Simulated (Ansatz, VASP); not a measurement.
## Two plane-wave programs on CsBr

```
Cs Br
1.0
     4.27894    0.00000    0.00000
     0.00000    4.27894    0.00000
     0.00000    0.00000    4.27894
Cs Br
1 1
Direct
  0.00000 0.00000 0.00000
  0.50000 0.50000 0.50000
```

Alike in both runs: task single point; functional r2SCAN; k mesh 6 × 6 × 6; occupations gaussian, width 0.02 eV; no spin polarisation.

```csv
,VASP,Ansatz
version,VASP 6.6.1,Ansatz 0.2.0
potentials or method,"VASP PAW PBE potentials, release 64 (Cs_sv, Br), cutoff 550 eV","scalar-relativistic, plane waves, PAW"
valence electrons in the cell,16,16
```

VASP gave:

| Quantity | Value |
| --- | --- |
| gap on the k mesh at the Fermi level (eV) | 5.31 |
| least direct gap on the mesh (eV) | 5.31 |
| pressure (GPa) | 0.6 |

Problem. Estimate Ansatz's values.

Solution. gap on the k mesh at the Fermi level (eV): 5.32; least direct gap on the mesh (eV): 5.32; pressure (GPa): 0.5.

VASP's potentials were made for PBE, not for r2SCAN.

Neither program's run includes spin-orbit coupling.
